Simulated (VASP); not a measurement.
# C (Fd-3m) in VASP: a series of runs

Aim: see how the results for C move with the level of theory and the settings. Levels: LDA, PBE, r2SCAN. Tasks: single point.

All numbers are computed with VASP 6.6.1; they aren't measurements. Logs are shortened: lines on timing, memory, paths and dates and some standing lists are left out, and cuts for length are marked.

## Step 1: The cell of the first run

The structure is cubic, space group Fd-3m (No. 227). Conventional cell: a = 3.560 Å, b = 3.560 Å, c = 3.560 Å, α = 90.00°, β = 90.00°, γ = 90.00°. Within 2.1 Å of C (site symmetry -43m) lie 4 C at 1.54 Å.

## Step 2: Single point, LDA

Input file INCAR:

```
SYSTEM = C
ALGO     = Normal         ! electronic algorithm
EDIFF    = 1E-6           ! SCF threshold, eV
ENCUT    = 520            ! plane-wave cutoff, eV
GGA      = CA             ! functional
ISIF     = 2              ! what is computed and relaxed
ISMEAR   = 0              ! smearing method
LASPH    = .TRUE.         ! aspherical terms in the spheres
LCHARG   = .FALSE.        ! write CHGCAR
LREAL    = .FALSE.        ! projectors in reciprocal space
LWAVE    = .FALSE.        ! write WAVECAR
NBANDS   = 11             ! bands
NELM     = 60             ! most SCF steps
PREC     = Accurate       ! precision mode
SIGMA    = 0.01           ! smearing width, eV
```

Input file KPOINTS:

```
k-points
0
G
  6 6 6
  0 0 0
```

Input file POSCAR:

```
C
1.0
    0.0000000000      1.7801241411      1.7801241411
    1.7801241411      0.0000000000      1.7801241411
    1.7801241411      1.7801241411      0.0000000000
C
2
Direct
    0.0000000000      0.0000000000      0.0000000000
    0.2500000000      0.2500000000      0.2500000000
```

Potentials or basis: VASP PAW LDA potentials, release 64 (C).

Run with:

```
> cat potpaw_LDA.64/C/POTCAR > POTCAR
> mpirun -np 1 vasp_std > vasp.out
```

OUTCAR:

```text
SYSTEM = C
   EDIFF = 1E-6
   ENCUT = 520
   GGA = CA
   ISIF = 2
   ISMEAR = 0
   LASPH = .TRUE.
   LREAL = .FALSE.
   NELM = 60
   PREC = Accurate

 ion  position               nearest neighbor table
   1  0.000  0.000  0.000-   2 1.54   2 1.54   2 1.54   2 1.54
   2  0.250  0.250  0.250-   1 1.54   1 1.54   1 1.54   1 1.54

  LATTYP: Found a face centered cubic cell.
 ALAT       =     3.5602482822

  Lattice vectors:

 A1 = (   0.0000000000,   1.7801241411,   1.7801241411)
 A2 = (   1.7801241411,   0.0000000000,   1.7801241411)
 A3 = (   1.7801241411,   1.7801241411,   0.0000000000)

Analysis of symmetry for initial positions (statically):
=====================================================================
 Subroutine PRICEL returns:
 Original cell was already a primitive cell.

 Routine SETGRP: Setting up the symmetry group for a
 face centered cubic supercell.

 Subroutine GETGRP returns: Found 48 space group operations
 (whereof 24 operations were pure point group operations)
 out of a pool of 48 trial point group operations.

The static configuration has the point symmetry T_d .
 The point group associated with its full space group is O_h .

Analysis of symmetry for dynamics (positions and initial velocities):
=====================================================================
 Subroutine PRICEL returns:
 Original cell was already a primitive cell.

 Routine SETGRP: Setting up the symmetry group for a
 face centered cubic supercell.

 Subroutine GETGRP returns: Found 48 space group operations
 (whereof 24 operations were pure point group operations)
 out of a pool of 48 trial point group operations.

The dynamic configuration has the point symmetry T_d .
 The point group associated with its full space group is O_h .

 Subroutine INISYM returns: Found 48 space group operations
 (whereof 24 operations are pure point group operations),
 and found     1 'primitive' translations

----------------------------------------------------------------------------------------

                                     Primitive cell

  volume of cell :      11.2819

  direct lattice vectors                    reciprocal lattice vectors
     0.000000000  1.780124141  1.780124141    -0.280879287  0.280879287  0.280879287
     1.780124141  0.000000000  1.780124141     0.280879287 -0.280879287  0.280879287
     1.780124141  1.780124141  0.000000000     0.280879287  0.280879287 -0.280879287

  length of vectors
     2.517475703  2.517475703  2.517475703     0.486497196  0.486497196  0.486497196

  position of ions in fractional coordinates (direct lattice)
     0.000000000  0.000000000  0.000000000
     0.250000000  0.250000000  0.250000000

  ion indices of the primitive-cell ions
   primitive index   ion index
                 1           1
                 2           2

----------------------------------------------------------------------------------------

 KPOINTS: k-points

Automatic generation of k-mesh.
 Grid dimensions read from file:
 generate k-points for:    6    6    6

 Generating k-lattice:

  Cartesian coordinates                     Fractional coordinates (reciprocal lattice)
    -0.046813215  0.046813215  0.046813215     0.166666667  0.000000000  0.000000000
     0.046813215 -0.046813215  0.046813215     0.000000000  0.166666667  0.000000000
     0.046813215  0.046813215 -0.046813215     0.000000000  0.000000000  0.166666667

  Length of vectors
     0.081082866  0.081082866  0.081082866

  Shift w.r.t. Gamma in fractional coordinates (k-lattice)
     0.000000000  0.000000000  0.000000000

 Subroutine IBZKPT returns following result:
 ===========================================

 Found     16 irreducible k-points:

 Following reciprocal coordinates:
            Coordinates               Weight
  0.000000  0.000000  0.000000      1.000000
  0.166667  0.000000  0.000000      8.000000
  0.333333  0.000000  0.000000      8.000000
  0.500000  0.000000  0.000000      4.000000
  0.166667  0.166667  0.000000      6.000000
  0.333333  0.166667  0.000000     24.000000
[... 8 lines left out ...]
 -0.333333  0.333333  0.166667     24.000000
 -0.333333  0.500000  0.166667     12.000000
   k-points           NKPTS =     16   k-points in BZ     NKDIM =     16   number of bands    NBANDS=     11
   number of dos      NEDOS =    301   number of ions     NIONS =      2
   total plane-waves  NPLWV =   8000
   dimension x,y,z NGX =    20 NGY =   20 NGZ =   20
   dimension x,y,z NGXF=    40 NGYF=   40 NGZF=   40
   ions per type =               2
   NGX,Y,Z   is equivalent  to a cutoff of  13.21, 13.21, 13.21 a.u.
   NGXF,Y,Z  is equivalent  to a cutoff of  26.41, 26.41, 26.41 a.u.
 SYSTEM =  C
   PREC   = accura    normal or accurate (medium, high low for compatibility)
   ISTART =      0    job   : 0-new  1-cont  2-samecut
   ICHARG =      2    charge: 1-file 2-atom 10-const
   ISPIN  =      1    spin polarized calculation?
   LNONCOLLINEAR =      F non collinear calculations
   LSORBIT =      F    spin-orbit coupling
   LASPH  =      T    aspherical Exc in radial PAW
   ENCUT  =  520.0 eV  38.22 Ry    6.18 a.u.   4.68  4.68  4.68*2*pi/ulx,y,z
   NELM   =     60;   NELMIN=  2; NELMDL= -5     # of ELM steps
   EDIFF  = 0.1E-05   stopping-criterion for ELM
   LREAL  =      F    real-space projection
   EDIFFG = 0.1E-04   stopping-criterion for IOM
   NSW    =      0    number of steps for IOM
   IBRION =     -1    ionic relax: 0-MD 1-quasi-New 2-CG
   NFREE  =      0    steps in history (QN), initial steepest desc. (CG)
   ISIF   =      2    stress and relaxation
   ISYM   =      2    0-nonsym 1-usesym 2-fastsym
   POTIM  = 0.5000    time-step for ionic-motion
   TEBEG  =    0.0;   TEEND  =   0.0 temperature during run
   PSTRESS=    0.0 pullay stress
   NELECT =       8.0000    total number of electrons
   NUPDOWN=      -1.0000    fix difference up-down
   EMIN   =  10.00;   EMAX   =-10.00  energy-range for DOS
   EFERMI =   0.00;   METHOD = LEGACY
   ISMEAR =     0;   SIGMA  =   0.01  broadening in eV -4-tet -1-fermi 0-gaus
   EFERMI_NEDOS =   21; number of points for ismear=-14 and -15
   IALGO  =     38    algorithm
   IMIX   =      4    mixing-type and parameters
     AMIX     =   0.40;   BMIX     =  1.00
     AMIX_MAG =   1.60;   BMIX_MAG =  1.00
  volume/ion in A,a.u.               =       5.64        38.07
  Fermi-wavevector in a.u.,A,eV,Ry     =   1.459860  2.758735 28.996616  2.131191
  Thomas-Fermi vector in A             =   2.576377
   LORBIT       =      0    0 simple, 1 ext, 2 COOP (PROOUT), +10 PAW based schemes
   GGA     = CA    functional components
   LHFCALC =     F    Hartree Fock is set to
   AEXX    =    0.0000 exact exchange contribution
   IVDW    =     0    specifies the selected vdW correction
   LEPSILON=     F    determine dielectric tensor
   LRPA    =     F    only Hartree local field effects (RPA)
 non-spin polarized calculation
 Gauss-broadening in eV      SIGMA  =   0.01
  energy-cutoff  :      520.00
  volume of cell :       11.28
 maximum number of plane-waves:       310
   NGX =  9   NGY =  9   NGZ =  9

 number of electron       7.9999999 magnetization

 Free energy of the ion-electron system (eV)
  ---------------------------------------------------
  ext. energy  EPLUGINS =         0.00000000
  ---------------------------------------------------
  free energy    TOTEN  =       -20.22992954 eV

  energy without entropy =      -20.22992954  energy(sigma->0) =      -20.22992954

 E-fermi :   9.9704     XC(G=0): -13.5252

 val. band max:        9.8074127473   @ k =   0.0000   0.0000   0.0000
 cond. band min:      13.9420551880   @ k =   0.3333   0.3333   0.0000
 fundamental gap:      4.1346424407
 Fermi energy:         9.9703955309

 k-point     1 :       0.0000    0.0000    0.0000
  band No.  band energies     occupation
      1     -11.5859      2.00000
      2       9.8074      2.00000
      3       9.8074      2.00000
      4       9.8074      2.00000
      5      15.3642      0.00000
      6      15.3642      0.00000
      7      15.3642      0.00000
      8      23.4887      0.00000
      9      28.8799      0.00000
     10      36.4957      0.00000
     11      36.4957      0.00000

 k-point     2 :       0.1667    0.0000    0.0000
  band No.  band energies     occupation
      1     -10.8165      2.00000
      2       6.0731      2.00000
      3       8.7813      2.00000
      4       8.7813      2.00000
      5      16.7053      0.00000
      6      16.7053      0.00000
      7      17.2229      0.00000
      8      23.9799      0.00000
      9      29.8397      0.00000
     10      32.5942      0.00000
     11      32.5942      0.00000

 k-point     3 :       0.3333    0.0000    0.0000
  band No.  band energies     occupation
      1      -8.5554      2.00000
      2       0.4678      2.00000
      3       7.4846      2.00000
      4       7.4846      2.00000
      5      18.0378      0.00000
      6      18.0378      0.00000
      7      18.5491      0.00000
      8      24.9442      0.00000
      9      30.5350      0.00000
     10      32.9835      0.00000
     11      32.9835      0.00000

 k-point     4 :       0.5000    0.0000    0.0000
  band No.  band energies     occupation
      1      -5.7123      2.00000
      2      -3.6127      2.00000
      3       7.0043      2.00000
      4       7.0043      2.00000
      5      18.2124      0.00000
      6      18.2124      0.00000
      7      18.8933      0.00000
      8      25.2614      0.00000
      9      31.4101      0.00000
     10      33.8262      0.00000
     11      35.6389      0.00000
[... 127 lines left out ...]
 k-point    14 :       0.5000    0.3333    0.1667
  band No.  band energies     occupation
      1      -6.6055      2.00000
      2       1.2238      2.00000
      3       2.4651      2.00000
      4       4.9838      2.00000
      5      17.4782      0.00000
      6      19.6430      0.00000
      7      21.3523      0.00000
      8      23.9220      0.00000
      9      30.2204      0.00000
     10      31.7665      0.00000
     11      36.7709      0.00000

 k-point    15 :      -0.3333    0.3333    0.1667
  band No.  band energies     occupation
      1      -3.9424      2.00000
      2      -1.8871      2.00000
      3       2.0010      2.00000
      4       3.8375      2.00000
      5      18.4755      0.00000
      6      19.8668      0.00000
      7      23.5782      0.00000
      8      23.7810      0.00000
      9      27.7559      0.00000
     10      32.9980      0.00000
     11      37.0014      0.00000

 k-point    16 :      -0.3333    0.5000    0.1667
  band No.  band energies     occupation
      1      -2.2661      2.00000
      2      -2.2661      2.00000
      3       1.9358      2.00000
      4       1.9358      2.00000
      5      17.9680      0.00000
      6      17.9680      0.00000
      7      24.2917      0.00000
      8      24.2917      0.00000
      9      31.3037      0.00000
     10      31.3037      0.00000
     11      40.3637      0.00000

------------------------ aborting loop because EDIFF is reached ----------------------------------------

  FORCE on cell =-STRESS in cart. coord.  units (eV):
  Direction    XX          YY          ZZ          XY          YZ          ZX
  --------------------------------------------------------------------------------------
  -------------------------------------------------------------------------------------
  Total       -0.6496633     -0.6496633     -0.6496633     -0.0000000      0.0000000     -0.0000000
  in kB      -92.2609799    -92.2609799    -92.2609799     -0.0000000      0.0000000     -0.0000000
  external PRESSURE =     -92.2609799 kB  Pullay stress =       0.0000000 kB

 VOLUME and BASIS-vectors are now :
 -----------------------------------------------------------------------------
  energy-cutoff  :      520.00
  volume of cell :       11.28
      direct lattice vectors                 reciprocal lattice vectors
     0.000000000  1.780124141  1.780124141    -0.280879287  0.280879287  0.280879287
     1.780124141  0.000000000  1.780124141     0.280879287 -0.280879287  0.280879287
     1.780124141  1.780124141  0.000000000     0.280879287  0.280879287 -0.280879287

 POSITION                                       TOTAL-FORCE (eV/Angst)
 -----------------------------------------------------------------------------------
      0.00000      0.00000      0.00000         0.000000     -0.000000      0.000000
      0.89006      0.89006      0.89006        -0.000000      0.000000     -0.000000
 -----------------------------------------------------------------------------------
    total drift:                                0.000000      0.000000      0.000000

  FREE ENERGIE OF THE ION-ELECTRON SYSTEM (eV)
  ---------------------------------------------------
  free  energy   TOTEN  =       -20.2299295398 eV

  energy  without entropy=      -20.2299295398  energy(sigma->0) =      -20.22992954
```

It took 1.7 s on 1 thread of Intel Xeon 6975P-C (Granite Rapids), shared host; peak memory 0.1 GiB.

Results:

| Quantity | Value |
| --- | --- |
| Free energy | -20.2299 eV |
| Pressure | -9.2 GPa |
| Band gap on the k mesh | 4.13 eV, indirect (least direct gap 5.56 eV) |

Levels at points of the mesh, in eV from the valence-band top:
| k point | band 1 | band 2 | band 3 | band 4 | band 5 | band 6 | band 7 | band 8 |
| --- | --- | --- | --- | --- | --- | --- | --- | --- |
| (0.00, 0.00, 0.00) | -21.39 | 0.00 | 0.00 | 0.00 | 5.56 | 5.56 | 5.56 | 13.68 |
| (0.50, 0.00, 0.00) | -15.52 | -13.42 | -2.80 | -2.80 | 8.40 | 8.40 | 9.09 | 15.45 |
| (0.50, 0.50, 0.00) | -12.65 | -12.65 | -6.32 | -6.32 | 4.72 | 4.72 | 16.71 | 16.71 |

Caveat: the k points lie up to 0.51 Å⁻¹ apart. A k mesh can miss the band edges.

## Step 3: Single point, PBE

Input file INCAR:

```
SYSTEM = C
PREC = Accurate
ENCUT = 520
EDIFF = 1E-7
ISMEAR = 0
SIGMA = 0.01
LREAL = .FALSE.
LASPH = .TRUE.
NELM = 80
ALGO = Normal
ISIF = 2
LWAVE = .FALSE.
LCHARG = .FALSE.
GGA = PE
NBANDS = 11
```

Input file KPOINTS:

```
regular mesh
0
G
  10 10 10
  0 0 0
```

POSCAR is that of step 2.

Potentials or basis: VASP PAW PBE potentials, release 64 (C).

Run with:

```
> cat potpaw_PBE.64/C/POTCAR > POTCAR
> mpirun -np 1 vasp_std > vasp.out
```

It took 3.4 s on 1 thread of Intel Xeon 6975P-C (Granite Rapids), shared host; peak memory 0.11 GiB.

It converged, with:

```yaml
Free_energy: -18.1837 eV
Pressure: 4.9 GPa
Band_gap_on_the_k_mesh: 4.18 eV, indirect (least direct gap 5.60 eV)
```

Levels at points of the mesh, in eV from the valence-band top:
```csv
k point,band 1,band 2,band 3,band 4,band 5,band 6,band 7,band 8,band 9
"(0.00, 0.00, 0.00)",-21.55,0.00,0.00,0.00,5.60,5.60,5.60,13.46,19.36
"(0.50, 0.00, 0.00)",-15.74,-13.43,-2.81,-2.81,8.48,8.48,8.92,15.75,21.98
"(0.50, 0.50, 0.00)",-12.80,-12.80,-6.33,-6.33,4.77,4.77,16.89,16.89,23.34
```

A k mesh can miss the band edges. A hybrid or GW would open this gap; PBE tends to underestimate it.

## Step 4: Single point, PBE

Input file INCAR:

```
  PREC = Accurate
  ENCUT = 520
  EDIFF = 1E-7
  ISMEAR = 0
  SIGMA = 0.01
  LREAL = False
  LASPH = True
  NELM = 80
  ALGO = Normal
  ISIF = 2
  LWAVE = False
  LCHARG = False
  GGA = PE
  NBANDS = 11
```

Input file KPOINTS:

```
Automatic mesh
0
Gamma
  10 10 10
```

POSCAR is that of step 3.

Run with:

```
> cat potpaw_PBE.64/C/POTCAR > POTCAR
> mpirun -np 1 vasp_std > vasp.out
```

Run time: 3.4 s. Hardware: 1 thread of Intel Xeon 6975P-C (Granite Rapids), shared host; peak memory 0.12 GiB.

It converged, with:

| Item | Value |
| --- | --- |
| Free energy | -18.1837 eV |
| Pressure | 4.9 GPa |
| Band gap on the k mesh | 4.18 eV, indirect (least direct gap 5.60 eV) |

Levels at points of the mesh, in eV from the valence-band top:
| k point | band 1 | band 2 | band 3 | band 4 | band 5 | band 6 | band 7 | band 8 |
| --- | --- | --- | --- | --- | --- | --- | --- | --- |
| (0.00, 0.00, 0.00) | -21.55 | 0.00 | 0.00 | 0.00 | 5.60 | 5.60 | 5.60 | 13.46 |
| (0.50, 0.00, 0.00) | -15.74 | -13.43 | -2.81 | -2.81 | 8.48 | 8.48 | 8.92 | 15.75 |
| (0.50, 0.50, 0.00) | -12.80 | -12.80 | -6.33 | -6.33 | 4.77 | 4.77 | 16.89 | 16.89 |

A k mesh can miss the band edges. A hybrid or GW would open this gap; PBE tends to underestimate it.

## Step 5: Single point, r2SCAN

POSCAR is that of step 4.

Input file INCAR.step1:

```
PREC = Accurate ; ENCUT = 520
ISMEAR = 0 ; SIGMA = 0.01
LREAL = False ; LASPH = True
NELM = 100 ; NBANDS = 11
GGA = PE ; ALGO = Normal
EDIFF = 1E-4 ; LWAVE = True
LCHARG = False
```

Input file INCAR.step2:

```
PREC = Accurate ; ENCUT = 520
EDIFF = 1E-6 ; ISMEAR = 0
SIGMA = 0.01 ; LREAL = False
LASPH = True ; NELM = 100
ALGO = Normal ; ISIF = 2
LWAVE = False ; LCHARG = True
METAGGA = R2SCAN ; LMIXTAU = True
LELF = True ; LVHAR = True
NBANDS = 11 ; ISTART = 1
```

Input file KPOINTS:

```
regular mesh
0
Gamma
  8 8 8
```

Run with:

```
> cat potpaw_PBE.64/C/POTCAR > POTCAR
> cp INCAR.step1 INCAR
> mpirun -np 1 vasp_std > vasp.out
> cp INCAR.step2 INCAR
> mpirun -np 1 vasp_std > vasp.out
```

Wall time 10 s (1 thread of Intel Xeon 6975P-C (Granite Rapids), shared host); peak memory 0.11 GiB.

It converged, with:

```yaml
Free_energy: -19.6563 eV
Pressure: 1.1 GPa
Band_gap_on_the_k_mesh: 4.34 eV, indirect (least direct gap 5.85 eV)
```

Levels at points of the mesh, in eV from the valence-band top:
| k point | band 1 | band 2 | band 3 | band 4 | band 5 | band 6 | band 7 | band 8 | band 9 |
| --- | --- | --- | --- | --- | --- | --- | --- | --- | --- |
| (0.00, 0.00, 0.00) | -22.77 | 0.00 | 0.00 | 0.00 | 5.85 | 5.85 | 5.85 | 13.95 | 20.47 |
| (0.50, 0.00, 0.00) | -16.79 | -14.11 | -2.99 | -2.99 | 8.90 | 8.90 | 9.20 | 16.75 | 23.30 |
| (0.50, 0.50, 0.00) | -13.63 | -13.63 | -6.69 | -6.69 | 5.01 | 5.01 | 17.96 | 17.96 | 24.73 |

Caveat: the PAW data sets were made with another functional, which shifts forces and pressure a little. r2SCAN opens gaps a little over a GGA but as a rule still falls short of measured ones.

## Step 6: Overview

| level | potentials or basis | k mesh | gap on the mesh (eV) | pressure (GPa) |
| --- | --- | --- | --- | --- |
| LDA | VASP PAW LDA potentials, release 64 (C) | 6 × 6 × 6 | 4.13 | -9.2 |
| PBE | VASP PAW PBE potentials, release 64 (C) | 10 × 10 × 10 | 4.18 | 4.9 |
| r2SCAN | VASP PAW PBE potentials, release 64 (C) | 8 × 8 × 8 | 4.34 | 1.1 |

Alike in all rows: task single point; no spin polarisation; cell as given; cutoff (eV) 520; smearing gaussian 0.01 eV.

Caveats: some runs use coarse meshes; the PAW data sets were made with another functional, which shifts forces and pressure a little (some runs).

Total energies depend on the potentials used, so only differences within one code and one set of settings carry meaning.
